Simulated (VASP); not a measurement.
Wanted: the native input for a VASP 6.6.1 run.

- Task: single point
- Functional: PBE
- Potentials or basis: VASP PAW PBE potentials, release 64 (Zn, Sn_d, P)
- Cutoff: 500 eV
- k mesh: 8 × 8 × 8
- Occupations: gaussian, width 0.02 eV
- Spin: no spin polarisation
- Dipole correction: no
- Further INCAR settings: ALGO = Normal; EDIFF = 1e-06; NBANDS = 46

The structure of ZnSnP2 lies in POSCAR:

```
ZnSnP2
1.0
   -2.8511725737      2.8511725737      5.7169940440
    2.8511725737     -2.8511725737      5.7169940440
    2.8511725737      2.8511725737     -5.7169940440
Zn Sn P
2 2 4
Direct
    0.7500000000      0.2500000000      0.5000000000
    0.0000000000      0.0000000000      0.0000000000
    0.2500000000      0.7500000000      0.5000000000
    0.5000000000      0.5000000000      0.0000000000
    0.3750000000      0.3527859818      0.4777859818
    0.6472140182      0.1250000000      0.0222140182
    0.1027859818      0.6250000000      0.9777859818
    0.8750000000      0.8972140182      0.5222140182
```

The input as run:

INCAR

```
SYSTEM = ZnSnP2
PREC = Accurate
ENCUT = 500
EDIFF = 1E-6
ISMEAR = 0
SIGMA = 0.02
LREAL = .False.
LASPH = .True.
NELM = 120
ALGO = Normal
ISIF = 2
LWAVE = .False.
LCHARG = .True.
GGA = PE
LELF = .True.
LVHAR = .True.
NBANDS = 46
GGA_COMPAT = .False.
```

KPOINTS

```
Automatic mesh
0
Gamma
  8 8 8
  0 0 0
```

Potentials or basis: VASP PAW PBE potentials, release 64 (Zn, Sn_d, P).

Launch:

```sh
$ cat potpaw_PBE.64/Zn/POTCAR potpaw_PBE.64/Sn_d/POTCAR potpaw_PBE.64/P/POTCAR > POTCAR
$ mpirun -np 1 vasp_std > vasp.out
```

Results of the run:

```
Pressure               : 0.0 GPa
Largest force          : 0.023 eV/Å
Band gap on the k mesh : 0.69 eV
```

Caveat: semilocal functionals underestimate gaps, and a narrow one can read as zero; spin-orbit coupling is left out, which moves the levels of the heavy elements.

It took 22 min on 1 thread of Intel(R) Xeon(R) Platinum 8259CL CPU @ 2.50GHz (Skylake/Cascade Lake), with other jobs on the host, peak memory 0.66 GiB.
